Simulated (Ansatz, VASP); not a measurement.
## One calculation of Bi4C, two programs

```
Bi C
1.0
    -3.27865    3.27865    3.27865
     3.27865   -3.27865    3.27865
     3.27865    3.27865   -3.27865
Bi C
4 1
Direct
  0.50000 0.50000 0.50000
  0.50000 0.00000 0.00000
  0.00000 0.00000 0.50000
  0.00000 0.50000 0.00000
  0.00000 0.00000 0.00000
```

Change from the starting cell: species swapped into the Hg4Pt type (Im-3m, No. 229).

Alike in both runs: functional PBE; k mesh 4 × 4 × 4; occupations gaussian, width 0.1 eV; no spin polarisation.

Ansatz relaxed the structure, and its values are those at the end. VASP's run is a single point on that final structure, the one shown.

|  | VASP | Ansatz |
| --- | --- | --- |
| version | VASP 6.6.1 | Ansatz 0.2.0 |
| potentials or method | VASP PAW PBE potentials, release 64 (Bi_d, C), cutoff 520 eV | scalar-relativistic, plane waves, PAW |
| valence electrons in the cell | 64 | 64 |

Ansatz gave:

```
gap on the k mesh at the Fermi level (eV) : none
pressure (GPa)                            : 0.1
```

Question: Which values does VASP return?

Answer: gap on the k mesh at the Fermi level (eV): none; pressure (GPa): 0.0.

A gap of «none» marks a metal or a gap that the smearing closes.

Spin-orbit coupling is off throughout.
